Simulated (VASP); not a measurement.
Runs of VASP 6.6.1 on Pd. The structure is that of space group P6_3/mmc (No. 194), or close to it. The cells are those of the table. This isn't the form of Pd at room conditions, which is fcc.

| task | level | cell | k mesh | cutoff (eV) | smearing | dipole correction | grid for exact exchange (PRECFOCK) | share of exact exchange | tolerance level | gap on the mesh (eV) | pressure (GPa) |
| --- | --- | --- | --- | --- | --- | --- | --- | --- | --- | --- | --- |
| relaxation of cell and atoms | PBEsol | relaxed from a = 2.784, b = 2.784, c = 4.629 Å, angles 90.0, 90.0, 120.0°, 2 atoms | 11 × 11 × 6 | 600 | fermi-dirac 0.05 eV | no | - | - | - | none | 0.0 |
| single point | PBE0 | a = 2.720, b = 2.720, c = 4.630 Å, angles 90.0, 90.0, 120.0°, 2 atoms | 6 × 6 × 3 | 520 | fermi-dirac 0.05 eV | no | Normal | 0.25 | - | none | (a) |
| single point | PBE0 | a = 2.720, b = 2.720, c = 4.630 Å, angles 90.0, 90.0, 120.0°, 2 atoms | 6 × 6 × 3 | 400 | fermi-dirac 0.05 eV | no | Normal | 0.25 | - | none | -0.4 |
| single point | AM05 | a = 2.784, b = 2.784, c = 4.629 Å, angles 90.0, 90.0, 120.0°, 2 atoms | 14 × 14 × 7 | 400 | methfessel-paxton 0.1 eV | - | - | - | tight | none | -11.5 |
| single point | HF | a = 2.908, b = 2.908, c = 5.028 Å, angles 90.0, 90.0, 120.0°, 2 atoms | 6 × 6 × 3 | 520 | fermi-dirac 0.05 eV | no | Normal | 1 | - | none | -0.9 |

Alike in all rows: no spin polarisation.

Question: Fill in the values left out.

Answer: (a) 0.2.

Caveats: some runs use coarse meshes; the PAW data sets were made with another functional, which shifts forces and pressure a little; the cell stands under tension (at least some runs).

A k mesh can miss the band edges, and the runs leave out spin-orbit coupling on Pd.

A gap of «none» marks levels without a gap at the run's occupations.
